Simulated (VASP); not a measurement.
V: single point with PBE

The system is V.

```
V
1.0
     2.67837    0.00000    0.00000
    -1.33918    2.31953    0.00000
     0.00000    0.00000    4.33895
V
2
Direct
  0.23333 0.61667 0.17500
  0.76667 0.38333 0.82500
```

This cell differs from its parent crystal: shortest bond scaled by 0.7.

| Quantity | Value |
| --- | --- |
| Program | VASP 6.6.1 |
| Task | single point |
| Functional | PBE |
| Potentials or basis | VASP PAW PBE potentials, release 64 (V_sv) |
| Cutoff | 520 eV |
| k mesh | 13 × 13 × 7 |
| Occupations | fermi-dirac, width 0.05 eV |
| Spin | no spin polarisation |

The pressure is 39.0 GPa and the largest force is 5.453 eV/Å. The band gap on the k mesh is zero (bands 13 and 14 overlap by 1.12 eV).

Forces on the atoms (eV/Å):
```
V    0.573  0.331  5.413
V   -0.573 -0.331 -5.413
```

Stress tensor (GPa, compression positive):
```
40.12 -4.32  2.35
-4.32 45.12  1.36
 2.35  1.36 31.83
```

Levels at points of the mesh, in eV from the Fermi level:
```
           k point  band 9  band 10  band 11  band 12  band 13  band 14  band 15  band 16  band 17  band 18
(0.00, 0.00, 0.00)   -6.58    -4.13    -1.92    -0.81    -0.66    -0.14     0.96     1.68     3.12     3.80
```

Wall time 2.1 min on 1 thread of Intel(R) Xeon(R) Platinum 8259CL CPU @ 2.50GHz (Skylake/Cascade Lake), with other jobs on the host, peak memory 0.25 GiB.

Caveat: the cell differs from its parent crystal (shortest bond scaled by 0.7); atoms lie so close that the PAW spheres overlap strongly, which falsifies energies and pressures; the stress differs along the axes, from 32 to 45 GPa; forces of over 1 eV/Å act on the atoms, so gaps and moduli don't describe the material at rest.
